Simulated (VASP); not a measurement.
A run of VASP 6.6.1:

Contents of INCAR:

```
SYSTEM = NiSb2
PREC = Accurate
ENCUT = 520
EDIFF = 1E-6
ISMEAR = 0
SIGMA = 0.1
LREAL = .False.
LASPH = .True.
NELM = 100
ALGO = Normal
ISIF = 2
LWAVE = .False.
LCHARG = .True.
LELF = .True.
LVHAR = .True.
NBANDS = 29
```

File KPOINTS:

```
Automatic mesh
0
Gamma
  8 6 10
  0 0 0
```

File POSCAR:

```
NiSb2
1.0
    5.2408614945      0.0000000000      0.0000000000
    0.0000000000      6.3682752266      0.0000000000
    0.0000000000      0.0000000000      3.8896618289
Ni Sb
2 4
Direct
    0.0000000000      0.0000000000      0.0000000000
    0.5000000000      0.5000000000      0.5000000000
    0.2198945660      0.3588359698      0.0000000000
    0.7801054340      0.6411640302      0.0000000000
    0.7198945660      0.1411640302      0.5000000000
    0.2801054340      0.8588359698      0.5000000000
```

Potentials or basis: VASP PAW LDA potentials, release 64 (Ni, Sb).

Launch:

```sh
$ cat potpaw_LDA.64/Ni/POTCAR potpaw_LDA.64/Sb/POTCAR > POTCAR
$ mpirun -np 1 vasp_std > vasp.out
```

Hardware: 1 thread of AMD EPYC 7R13 Processor (Zen 3) (shared host).

**Question.** Estimate the wall time of this run.

**Answer.** Run time: 4.9 min on 1 thread of AMD EPYC 7R13 Processor (Zen 3) (shared host), peak memory 0.44 GiB. Counts: scf iterations 15, k points 120.
